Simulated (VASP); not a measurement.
# H (P6_3/mmc) in VASP: single point with PBEsol

Aim: the single point of H with PBEsol.

Everything below comes from runs of VASP 6.6.1. Logs are shortened: lines on timing, memory, paths and dates and some standing lists are left out, and cuts for length are marked.

### Step 1. The cell of the first run

It takes space group P6_3/mmc (No. 194, hexagonal). The conventional cell has a = 3.840 Å, b = 3.840 Å, c = 5.047 Å, α = 90.00°, β = 90.00°, γ = 120.00°. Within 1.0 Å of H (site symmetry 3m) lie 1 H at 0.74 Å.

### Step 2. Single point, PBEsol

Contents of INCAR:

```
SYSTEM = H
ALGO     = Normal         ! electronic algorithm
EDIFF    = 1E-6           ! SCF threshold, eV
ENCUT    = 500            ! plane-wave cutoff, eV
GGA      = PS             ! functional
GGA_COMPAT= .FALSE.      
ISIF     = 2              ! what is computed and relaxed
ISMEAR   = 0              ! smearing method
LASPH    = .TRUE.         ! aspherical terms in the spheres
LCHARG   = .FALSE.        ! write CHGCAR
LREAL    = .FALSE.        ! projectors in reciprocal space
LWAVE    = .FALSE.        ! write WAVECAR
NBANDS   = 10             ! bands
NELM     = 120            ! most SCF steps
PREC     = Accurate       ! precision mode
SIGMA    = 0.1            ! smearing width, eV
```

Contents of KPOINTS:

```
k-points
0
G
  6 6 4
  0 0 0
```

Contents of POSCAR:

```
H
1.0
    3.8401304226      0.0000000000      0.0000000000
   -1.9200652113      3.3256504998      0.0000000000
    0.0000000000      0.0000000000      5.0466615500
H
4
Direct
    0.3333333300      0.6666666700      0.1764958800
    0.6666666700      0.3333333300      0.6764958800
    0.6666666700      0.3333333300      0.8235041200
    0.3333333300      0.6666666700      0.3235041200
```

Potentials or basis: VASP PAW PBE potentials, release 64 (H).

Command:

```
> cat potpaw_PBE.64/H/POTCAR > POTCAR
> mpirun -np 1 vasp_std > vasp.out
```

OUTCAR:

```text
SYSTEM = H
   EDIFF = 1E-6
   ENCUT = 500
   GGA = PS
   ISIF = 2
   ISMEAR = 0
   LASPH = .TRUE.
   LREAL = .FALSE.
   NELM = 120
   PREC = Accurate

 ion  position               nearest neighbor table
   1  0.333  0.667  0.176-   4 0.74
   2  0.667  0.333  0.676-   3 0.74
   3  0.667  0.333  0.824-   2 0.74
   4  0.333  0.667  0.324-   1 0.74

  LATTYP: Found a hexagonal cell.
 ALAT       =     3.8401304226
 C/A-ratio  =     1.3141901432

  Lattice vectors:

 A1 = (   3.8401304226,   0.0000000000,   0.0000000000)
 A2 = (  -1.9200652113,   3.3256504998,   0.0000000000)
 A3 = (   0.0000000000,   0.0000000000,   5.0466615500)

Analysis of symmetry for initial positions (statically):
=====================================================================
 Subroutine PRICEL returns:
 Original cell was already a primitive cell.

 Routine SETGRP: Setting up the symmetry group for a
 hexagonal supercell.

 Subroutine GETGRP returns: Found 24 space group operations
 (whereof 12 operations were pure point group operations)
 out of a pool of 24 trial point group operations.

The static configuration has the point symmetry D_3d.
 The point group associated with its full space group is D_6h.

Analysis of symmetry for dynamics (positions and initial velocities):
=====================================================================
 Subroutine PRICEL returns:
 Original cell was already a primitive cell.

 Routine SETGRP: Setting up the symmetry group for a
 hexagonal supercell.

 Subroutine GETGRP returns: Found 24 space group operations
 (whereof 12 operations were pure point group operations)
 out of a pool of 24 trial point group operations.

The dynamic configuration has the point symmetry D_3d.
 The point group associated with its full space group is D_6h.

 Subroutine INISYM returns: Found 24 space group operations
 (whereof 12 operations are pure point group operations),
 and found     1 'primitive' translations

----------------------------------------------------------------------------------------

                                     Primitive cell

  volume of cell :      64.4506

  direct lattice vectors                    reciprocal lattice vectors
     3.840130423  0.000000000  0.000000000     0.260407822  0.150346526  0.000000000
    -1.920065211  3.325650500  0.000000000     0.000000000  0.300693052  0.000000000
     0.000000000  0.000000000  5.046661550     0.000000000  0.000000000  0.198150795

  length of vectors
[... 91 lines left out ...]
   TEBEG  =    0.0;   TEEND  =   0.0 temperature during run
   PSTRESS=    0.0 pullay stress
   NELECT =       4.0000    total number of electrons
   NUPDOWN=      -1.0000    fix difference up-down
   EMIN   =  10.00;   EMAX   =-10.00  energy-range for DOS
   EFERMI =   0.00;   METHOD = LEGACY
   ISMEAR =     0;   SIGMA  =   0.10  broadening in eV -4-tet -1-fermi 0-gaus
   EFERMI_NEDOS =   21; number of points for ismear=-14 and -15
   IALGO  =     38    algorithm
   IMIX   =      4    mixing-type and parameters
     AMIX     =   0.40;   BMIX     =  1.00
     AMIX_MAG =   1.60;   BMIX_MAG =  1.00
  volume/ion in A,a.u.               =      16.11       108.73
  Fermi-wavevector in a.u.,A,eV,Ry     =   0.648165  1.224855  5.716059  0.420119
  Thomas-Fermi vector in A             =   1.716710
   LORBIT       =      0    0 simple, 1 ext, 2 COOP (PROOUT), +10 PAW based schemes
   GGA     = PS    functional components
   LHFCALC =     F    Hartree Fock is set to
   AEXX    =    0.0000 exact exchange contribution
   IVDW    =     0    specifies the selected vdW correction
   LEPSILON=     F    determine dielectric tensor
   LRPA    =     F    only Hartree local field effects (RPA)
 non-spin polarized calculation
 Gauss-broadening in eV      SIGMA  =   0.10
  energy-cutoff  :      500.00
  volume of cell :       64.45
 maximum number of plane-waves:      1652
 NGX is ok and might be reduce to    28
   NGX = 13   NGY = 13   NGZ = 19

 number of electron       4.0000004 magnetization

 Free energy of the ion-electron system (eV)
  ---------------------------------------------------
  ext. energy  EPLUGINS =         0.00000000
  ---------------------------------------------------
  free energy    TOTEN  =       -13.04136466 eV

  energy without entropy =      -13.04136466  energy(sigma->0) =      -13.04136466

 E-fermi :  -8.2756     XC(G=0):  -4.4828

 val. band max:       -8.7630445191   @ k =   0.0000   0.0000   0.0000
 cond. band min:       0.5591522823   @ k =   0.0000   0.0000   0.0000
 fundamental gap:      9.3221968013
 Fermi energy:        -8.2755680568

 k-point     1 :       0.0000    0.0000    0.0000
  band No.  band energies     occupation
      1     -10.1836      2.00000
      2      -8.7630      2.00000
      3       0.5592      0.00000
      4       3.2159      0.00000
      5       6.2560      0.00000
      6       7.8364      0.00000
      7       8.3717      0.00000
      8       8.3717      0.00000
      9       9.7966      0.00000
     10       9.7966      0.00000
[... 248 lines left out ...]
 k-point    21 :       0.3333    0.3333    0.5000
  band No.  band energies     occupation
      1      -9.1402      2.00000
      2      -9.1402      2.00000
      3       1.5244      0.00000
      4       1.5244      0.00000
      5       3.1991      0.00000
      6       3.1991      0.00000
      7       8.8811      0.00000
      8       8.8811      0.00000
      9       9.4312      0.00000
     10       9.4312      0.00000

------------------------ aborting loop because EDIFF is reached ----------------------------------------

  FORCE on cell =-STRESS in cart. coord.  units (eV):
  Direction    XX          YY          ZZ          XY          YZ          ZX
  --------------------------------------------------------------------------------------
  -------------------------------------------------------------------------------------
  Total       -0.0694313     -0.0694313      0.8089272      0.0000000     -0.0000000      0.0000000
  in kB       -1.7259929     -1.7259929     20.1091288      0.0000000     -0.0000000      0.0000000
  external PRESSURE =       5.5523810 kB  Pullay stress =       0.0000000 kB

 VOLUME and BASIS-vectors are now :
 -----------------------------------------------------------------------------
  energy-cutoff  :      500.00
  volume of cell :       64.45
      direct lattice vectors                 reciprocal lattice vectors
     3.840130423  0.000000000  0.000000000     0.260407822  0.150346526  0.000000000
    -1.920065211  3.325650500  0.000000000     0.000000000  0.300693052  0.000000000
     0.000000000  0.000000000  5.046661550     0.000000000  0.000000000  0.198150795

 POSITION                                       TOTAL-FORCE (eV/Angst)
 -----------------------------------------------------------------------------------
     -0.00000      2.21710      0.89071         0.000000     -0.000000     -0.608552
      1.92007      1.10855      3.41405        -0.000000     -0.000000     -0.608552
      1.92007      1.10855      4.15595        -0.000000      0.000000      0.608552
     -0.00000      2.21710      1.63262         0.000000      0.000000      0.608552
 -----------------------------------------------------------------------------------
    total drift:                                0.000001     -0.000000      0.000000

  FREE ENERGIE OF THE ION-ELECTRON SYSTEM (eV)
  ---------------------------------------------------
  free  energy   TOTEN  =       -13.0413646637 eV

  energy  without entropy=      -13.0413646637  energy(sigma->0) =      -13.04136466
```

It took 12 s on 1 thread of AMD EPYC 7R43 (Zen 3), shared host; peak memory 0.13 GiB.

Results:

```
Free energy            : -13.0414 eV
Pressure               : 0.6 GPa
Largest force          : 0.609 eV/Å
Band gap on the k mesh : 9.32 eV
```

Forces on the atoms (eV/Å):
```
H    0.000  0.000 -0.609
H    0.000  0.000 -0.609
H    0.000  0.000  0.609
H    0.000  0.000  0.609
```

Caveat: this functional lacks dispersion, which holds the molecules together, so the pressure and a relaxed volume are unreliable; the PAW data sets were made with another functional, which shifts forces and pressure a little.
